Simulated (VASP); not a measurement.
Sb, 1 atom in the cell. It takes space group P4/mmm (No. 123, tetragonal). The conventional cell has a = 3.160 Å, b = 3.160 Å, c = 3.002 Å, α = 90.00°, β = 90.00°, γ = 90.00°. Sb (site symmetry 4/mmm) has 6 Sb at 3.00 to 3.16 Å within 4.0 Å.  This cell differs from its parent crystal: strain +0.000 along x and y, -0.050 along z.

| Quantity | Value |
| --- | --- |
| Program | VASP 6.6.1 |
| Task | single point |
| Functional | PBEsol |
| Potentials or basis | VASP PAW PBE potentials, release 64 (Sb) |
| Cutoff | 520 eV |
| k mesh | 16 × 16 × 16 |
| Occupations | gaussian, width 0.15 eV |
| Spin | no spin polarisation |
| Dipole correction | no |
| Further INCAR settings | ALGO = Normal; EDIFF = 1e-06; NBANDS = 8 |

Potentials or basis: VASP PAW PBE potentials, release 64 (Sb).

Launch:

```bash
$ cat potpaw_PBE.64/Sb/POTCAR > POTCAR
$ mpirun -np 1 vasp_std > vasp.out
```

Hardware: 1 thread of Intel(R) Xeon(R) 6975P-C (Granite Rapids) (shared host).

Problem. How long does it take, and how much memory?

Solution. Run time: 20 s on 1 thread of Intel(R) Xeon(R) 6975P-C (Granite Rapids), with other jobs on the host, peak memory 0.21 GiB. Counts: scf iterations 9, k points 405.
